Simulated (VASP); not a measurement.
# Rh (Fd-3m) in VASP: relaxation of cell and atoms with LDA

Aim: the relaxation of cell and atoms of Rh with LDA.

Program: VASP 6.6.1. These are calculated values, not measurements. Logs are shortened: lines on timing, memory, paths and dates and some standing lists are left out, and cuts for length are marked.

## (1) The cell of the first run

The structure is cubic, space group Fd-3m (No. 227). The conventional cell has a = 5.296 Å, b = 5.296 Å, c = 5.296 Å, α = 90.00°, β = 90.00°, γ = 90.00°. Rh (site symmetry -43m) has 4 Rh at 2.29 Å within 3.0 Å.

This isn't the form of Rh at room conditions, which is fcc.

## (2) Relaxation of cell and atoms, LDA

Input file INCAR:

```
PREC = Accurate ; ENCUT = 620
EDIFF = 1E-7 ; ISMEAR = -1
SIGMA = 0.1 ; LREAL = F
LASPH = T ; NELM = 120
ALGO = Normal ; ISIF = 3
LWAVE = F ; LCHARG = F
GGA = CA ; IBRION = 2
NSW = 80 ; EDIFFG = -0.01
GGA_COMPAT = F ; NELMIN = 4
```

Input file KPOINTS:

```
regular mesh
0
Gamma
  10 10 10
```

Input file POSCAR:

```
Rh
1.0
    0.0000000000      2.6478639740      2.6478639740
    2.6478639740      0.0000000000      2.6478639740
    2.6478639740      2.6478639740      0.0000000000
Rh
2
Direct
    0.1250000000      0.1250000000      0.1250000000
    0.8750000000      0.8750000000      0.8750000000
```

Potentials or basis: VASP PAW LDA potentials, release 64 (Rh_sv_GW).

Started as:

```sh
$ cat potpaw_LDA.64/Rh_sv_GW/POTCAR > POTCAR
$ mpirun -np 1 vasp_std > vasp.out
```

OUTCAR:

```text
PREC = Accurate
   ENCUT = 620
   EDIFF = 1E-7
   ISMEAR = -1
   LREAL = F
   LASPH = T
   NELM = 120
   ISIF = 3
   GGA = CA
   IBRION = 2
   NSW = 80
   EDIFFG = -0.01
   NELMIN = 4

 ion  position               nearest neighbor table
   1  0.125  0.125  0.125-   2 2.29   2 2.29   2 2.29   2 2.29
   2  0.875  0.875  0.875-   1 2.29   1 2.29   1 2.29   1 2.29

  LATTYP: Found a face centered cubic cell.
 ALAT       =     5.2957279480

  Lattice vectors:

 A1 = (   0.0000000000,   2.6478639740,   2.6478639740)
 A2 = (   2.6478639740,   0.0000000000,   2.6478639740)
 A3 = (   2.6478639740,   2.6478639740,   0.0000000000)

Analysis of symmetry for initial positions (statically):
=====================================================================
 Subroutine PRICEL returns:
 Original cell was already a primitive cell.

 Routine SETGRP: Setting up the symmetry group for a
 face centered cubic supercell.

 Subroutine GETGRP returns: Found 48 space group operations
 (whereof 12 operations were pure point group operations)
 out of a pool of 48 trial point group operations.

The static configuration has the point symmetry D_3d.
 The point group associated with its full space group is O_h .

Analysis of symmetry for dynamics (positions and initial velocities):
=====================================================================
 Subroutine PRICEL returns:
 Original cell was already a primitive cell.

 Routine SETGRP: Setting up the symmetry group for a
 face centered cubic supercell.

 Subroutine GETGRP returns: Found 48 space group operations
 (whereof 12 operations were pure point group operations)
 out of a pool of 48 trial point group operations.

The dynamic configuration has the point symmetry D_3d.
 The point group associated with its full space group is O_h .

 Subroutine INISYM returns: Found 48 space group operations
 (whereof 12 operations are pure point group operations),
 and found     1 'primitive' translations

----------------------------------------------------------------------------------------

                                     Primitive cell

  volume of cell :      37.1293

  direct lattice vectors                    reciprocal lattice vectors
     0.000000000  2.647863974  2.647863974    -0.188831452  0.188831452  0.188831452
     2.647863974  0.000000000  2.647863974     0.188831452 -0.188831452  0.188831452
     2.647863974  2.647863974  0.000000000     0.188831452  0.188831452 -0.188831452
[... 87 lines left out ...]
   NSW    =     80    number of steps for IOM
   IBRION =      2    ionic relax: 0-MD 1-quasi-New 2-CG
   NFREE  =      1    steps in history (QN), initial steepest desc. (CG)
   ISIF   =      3    stress and relaxation
   ISYM   =      2    0-nonsym 1-usesym 2-fastsym
   POTIM  = 0.5000    time-step for ionic-motion
   TEBEG  =    0.0;   TEEND  =   0.0 temperature during run
   PSTRESS=    0.0 pullay stress
   NELECT =      34.0000    total number of electrons
   NUPDOWN=      -1.0000    fix difference up-down
   EMIN   =  10.00;   EMAX   =-10.00  energy-range for DOS
   EFERMI =   0.00;   METHOD = LEGACY
   ISMEAR =    -1;   SIGMA  =   0.10  broadening in eV -4-tet -1-fermi 0-gaus
   EFERMI_NEDOS =   21; number of points for ismear=-14 and -15
   IALGO  =     38    algorithm
   IMIX   =      4    mixing-type and parameters
     AMIX     =   0.40;   BMIX     =  1.00
     AMIX_MAG =   1.60;   BMIX_MAG =  1.00
  volume/ion in A,a.u.               =      18.56       125.28
  Fermi-wavevector in a.u.,A,eV,Ry     =   1.589750  3.004192 34.386068  2.527305
  Thomas-Fermi vector in A             =   2.688551
   LORBIT       =      0    0 simple, 1 ext, 2 COOP (PROOUT), +10 PAW based schemes
   GGA     = CA    functional components
   LHFCALC =     F    Hartree Fock is set to
   AEXX    =    0.0000 exact exchange contribution
   IVDW    =     0    specifies the selected vdW correction
   LEPSILON=     F    determine dielectric tensor
   LRPA    =     F    only Hartree local field effects (RPA)
 conjugate gradient relaxation of ions
 non-spin polarized calculation
  energy-cutoff  :      620.00
  volume of cell :       37.13
 maximum number of plane-waves:      1326
   NGX = 15   NGY = 15   NGZ = 15

--------------------------------------- Ionic step        1  -------------------------------------------

 number of electron      34.0000000 magnetization

 Free energy of the ion-electron system (eV)
  ---------------------------------------------------
  ext. energy  EPLUGINS =         0.00000000
  ---------------------------------------------------
  free energy    TOTEN  =       -12.98184568 eV

  energy without entropy =      -12.89322274  energy(sigma->0) =      -12.93753421

------------------------ aborting loop because EDIFF is reached ----------------------------------------

  FORCE on cell =-STRESS in cart. coord.  units (eV):
  Direction    XX          YY          ZZ          XY          YZ          ZX
  --------------------------------------------------------------------------------------
  -------------------------------------------------------------------------------------
  Total        2.4044820      2.4044820      2.4044820      0.0000000     -0.0000000     -0.0000000
  in kB      103.7564513    103.7564513    103.7564513      0.0000000     -0.0000000     -0.0000000
  external PRESSURE =     103.7564513 kB  Pullay stress =       0.0000000 kB
[... 23 lines left out ...]
--------------------------------------- Ionic step        2  -------------------------------------------

 number of electron      34.0000000 magnetization

 E-fermi :   4.7838     XC(G=0): -11.2483

 val. band max:        4.7834948060   @ k =   0.3000   0.1000   0.0000
 cond. band min:       4.7911960952   @ k =   0.5000   0.2000   0.0000
 fundamental gap:      0.0077012892
 Fermi energy:         4.7838493714

 k-point     1 :       0.0000    0.0000    0.0000
  band No.  band energies     occupation
      1     -73.6518      2.00000
      2     -73.3877      2.00000
      3     -41.9168      2.00000
      4     -41.9168      2.00000
      5     -41.9168      2.00000
      6     -41.3817      2.00000
[... 638 lines left out ...]
--------------------------------------- Ionic step        4  -------------------------------------------

 number of electron      34.0000011 magnetization

 Free energy of the ion-electron system (eV)
  ---------------------------------------------------
  ext. energy  EPLUGINS =         0.00000000
  ---------------------------------------------------
  free energy    TOTEN  =       -13.04546858 eV

  energy without entropy =      -12.94798321  energy(sigma->0) =      -12.99672589

 E-fermi :   6.1592     XC(G=0): -11.8863

 val. band max:        6.1473327943   @ k =  -0.4000   0.1000   0.0000
 cond. band min:       6.1696127958   @ k =   0.4000   0.4000   0.0000
 fundamental gap:      0.0222800015
 Fermi energy:         6.1591893092

 k-point     1 :       0.0000    0.0000    0.0000
  band No.  band energies     occupation
      1     -72.6626      2.00000
      2     -72.2552      2.00000
      3     -40.9845      2.00000
      4     -40.9845      2.00000
      5     -40.9845      2.00000
      6     -40.2383      2.00000
[... 596 lines left out ...]
  FREE ENERGIE OF THE ION-ELECTRON SYSTEM (eV)
  ---------------------------------------------------
  free  energy   TOTEN  =       -13.0454685780 eV

  energy  without entropy=      -12.9479832114  energy(sigma->0) =      -12.99672589

 reached required accuracy - stopping structural energy minimisation
```

Wall time 80 s (1 thread of Intel Xeon 6975P-C (Granite Rapids), shared host); peak memory 0.19 GiB.

Results:

```
Free energy                           : -13.0455 eV
Relaxed volume                        : 19.60 Å³/atom
Relaxed cell                          : a = 3.813 Å, b = 3.813 Å, c = 3.813 Å, α = 60.00°, β = 60.00°, γ = 60.00°
Space group after relaxing (to 0.1 Å) : Fd-3m (No. 227)
Energy gained by relaxing             : 31.8 meV/atom
Ionic steps                           : 4
Pressure after relaxing               : 0.0 GPa
Band gap on the k mesh                : zero (bands 17 and 18 overlap by 1.33 eV)
```

The path:
| step | energy change (eV) | largest force (eV/Å) | pressure (GPa) | volume (Å³) |
| --- | --- | --- | --- | --- |
| 1 | 0.0000 | 0.0000 | 10.38 | 37.13 |
| 2 | 0.1816 | 0.0000 | -14.72 | 43.97 |
| 3 | -0.0635 | 0.0000 | -0.36 | 39.28 |
| 4 | -0.0636 | 0.0000 | -0.03 | 39.20 |

Final structure:
```
Rh
1.0
     0.00000    2.69629    2.69629
     2.69629    0.00000    2.69629
     2.69629    2.69629    0.00000
Rh
2
Direct
  0.12500 0.12500 0.12500
  0.87500 0.87500 0.87500
```

The gap in the log of VASP goes by the Fermi energy; the results here count the filled bands.